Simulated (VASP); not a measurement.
A run of VASP 6.6.1:

File INCAR:

```
PREC = Accurate ; ENCUT = 500
EDIFF = 1E-6 ; ISMEAR = 0
SIGMA = 0.2 ; LREAL = False
LASPH = True ; NELM = 120
ALGO = Normal ; ISIF = 2
LWAVE = False ; LCHARG = True
GGA = PE ; LELF = True
LVHAR = True ; NBANDS = 19
GGA_COMPAT = False
```

KPOINTS

```
Automatic mesh
0
Gamma
  5 5 2
```

File POSCAR:

```
Al3B2Sb
1.0
    3.6970955927      0.0000000000      0.0000000000
   -1.8485477963      3.2017787035      0.0000000000
    0.0000000000      0.0000000000      9.1538659461
Al B Sb
3 2 1
Direct
    0.0000000000      0.0000000000      0.2668205251
    0.6666666667      0.3333333333      0.4915334045
    0.3333333333      0.6666666667      1.0255174488
    0.0000000000      0.0000000000      1.0155177464
    0.6666666667      0.3333333333      0.2626029062
    0.3333333333      0.6666666667      0.6880079389
```

Potentials or basis: VASP PAW PBE potentials, release 64 (Al, B, Sb).

Run with:

```console
$ cat potpaw_PBE.64/Al/POTCAR potpaw_PBE.64/B/POTCAR potpaw_PBE.64/Sb/POTCAR > POTCAR
$ mpirun -np 1 vasp_std > vasp.out
```

Hardware: 1 thread of Intel(R) Xeon(R) Platinum 8488C (Sapphire Rapids) (shared host).

How long does it take, and how much memory?

It took 31 s on 1 thread of Intel(R) Xeon(R) Platinum 8488C (Sapphire Rapids) (shared host), peak memory 0.23 GiB. Counts: scf iterations 14, k points 10.
